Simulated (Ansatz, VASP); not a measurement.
Ta: VASP beside Ansatz

Contents of INCAR:

```
PREC = Accurate
ENCUT = 520
EDIFF = 1E-6
ISMEAR = 1
SIGMA = 0.1
LREAL = False
LASPH = True
NELM = 150
ALGO = Normal
ISIF = 2
LWAVE = False
LCHARG = False
MAGMOM = 0 0 0
LORBIT = 11
LSORBIT = True
GGA_COMPAT = False
LORBMOM = True
LMAXMIX = 4
GGA = PS
NBANDS = 22
```

The input KPOINTS:

```
Automatic mesh
0
Gamma
  23 23 23
```

Contents of POSCAR:

```
Ta
1.0
   -1.6411286670      1.6411286670      1.6411286670
    1.6411286670     -1.6411286670      1.6411286670
    1.6411286670      1.6411286670     -1.6411286670
Ta
1
Direct
    0.0000000000      0.0000000000      0.0000000000
```

Input for Ansatz:

```yaml
crystal:
  lattice:
    - [-1.641128667, 1.641128667, 1.641128667]
    - [1.641128667, -1.641128667, 1.641128667]
    - [1.641128667, 1.641128667, -1.641128667]
  atoms:
    - { symbol: Ta, position: [0.0, 0.0, 0.0] }
kpoints:
  mp_grid: { grid: [23, 23, 23] }
scf:
  occupations: { method: cold, width: 0.1 }
hamiltonian:
  xc: pbesol
  pseudopotentials: { kind: paw_fr, azcp: { folder: soft_1 } }
output:
  forces: true
  stress: true
  populations: false
magnetization:
  noncollinear: true
  spin_orbit: true
```

Alike in both runs: task single point; functional PBEsol; k mesh 23 × 23 × 23; non-collinear spin, spin-orbit coupling.

|  | VASP | Ansatz |
| --- | --- | --- |
| version | VASP 6.6.1 | Ansatz 0.2.0 |
| potentials or method | VASP PAW PBE potentials, release 64 (Ta_pv) | plane-wave PAW |
| plane-wave cutoff (eV) | 520 | 420 |
| occupations | methfessel-paxton of order 1, width 0.1 eV | cold, width 0.1 eV |
| valence electrons in the cell | 11 | 13 |

```csv
,VASP,Ansatz,Ansatz less VASP
pressure (GPa),0.0,0.0,0.00
```

VASP's potentials were made for PBE, not for PBEsol, and Ansatz warns of the same on its side. VASP's potentials hold 11 valence electrons a cell and Ansatz's 13, so a difference there can come from the potentials and not from the codes.
